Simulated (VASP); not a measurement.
Write the native input for VASP 6.6.1 that does the following.

* Task: single point
* Functional: r2SCAN
* Potentials or basis: VASP PAW PBE potentials, release 64 (Mg_sv, O)
* Cutoff: 750 eV
* k mesh: 8 × 8 × 8
* Occupations: gaussian, width 0.1 eV
* Spin: no spin polarisation
* Dipole correction: no
* Mended: yes
* Further INCAR settings: ALGO = Normal; EDIFF = 1e-06; NBANDS = 15

The system is MgO.

```
Mg O
1.0
     0.00000    2.10850    2.10850
     2.10850    0.00000    2.10850
     2.10850    2.10850    0.00000
Mg O
1 1
Direct
  0.00000 0.00000 0.00000
  0.50000 0.50000 0.50000
```

One way to write it, as run:

POSCAR

```
MgO
1.0
    0.0000000000      2.1085000000      2.1085000000
    2.1085000000      0.0000000000      2.1085000000
    2.1085000000      2.1085000000      0.0000000000
Mg O
1 1
Direct
    0.0000000000      0.0000000000      0.0000000000
    0.5000000000      0.5000000000      0.5000000000
```

INCAR.step1

```
PREC = Accurate ; ENCUT = 750
ISMEAR = 0 ; SIGMA = 0.1
LREAL = F ; LASPH = T
NELM = 120 ; NBANDS = 15
GGA = PE ; ALGO = Normal
EDIFF = 1E-5 ; LWAVE = T
LCHARG = F ; GGA_COMPAT = F
```

INCAR.step2

```
PREC = Accurate ; ENCUT = 750
EDIFF = 1E-6 ; ISMEAR = 0
SIGMA = 0.1 ; LREAL = F
LASPH = T ; NELM = 120
ALGO = Normal ; ISIF = 2
LWAVE = F ; LCHARG = F
METAGGA = R2SCAN ; LMIXTAU = T
NBANDS = 15 ; ISTART = 1
GGA_COMPAT = F
```

KPOINTS

```
Automatic mesh
0
Gamma
  8 8 8
```

Potentials or basis: VASP PAW PBE potentials, release 64 (Mg_sv, O).

The run is started by

```sh
$ cat potpaw_PBE.64/Mg_sv/POTCAR potpaw_PBE.64/O/POTCAR > POTCAR
$ cp INCAR.step1 INCAR
$ mpirun -np 1 vasp_std > vasp.out
$ cp INCAR.step2 INCAR
$ mpirun -np 1 vasp_std > vasp.out
```

Results of the run:

```
Pressure               : -1.4 GPa
Band gap on the k mesh : 5.61 eV
```

Caveat: the PAW data sets were made with another functional, which shifts forces and pressure a little.

It took 93 s on 1 thread of AMD EPYC 7R43 64-Core Processor (Zen 3) (shared host), peak memory 0.12 GiB.
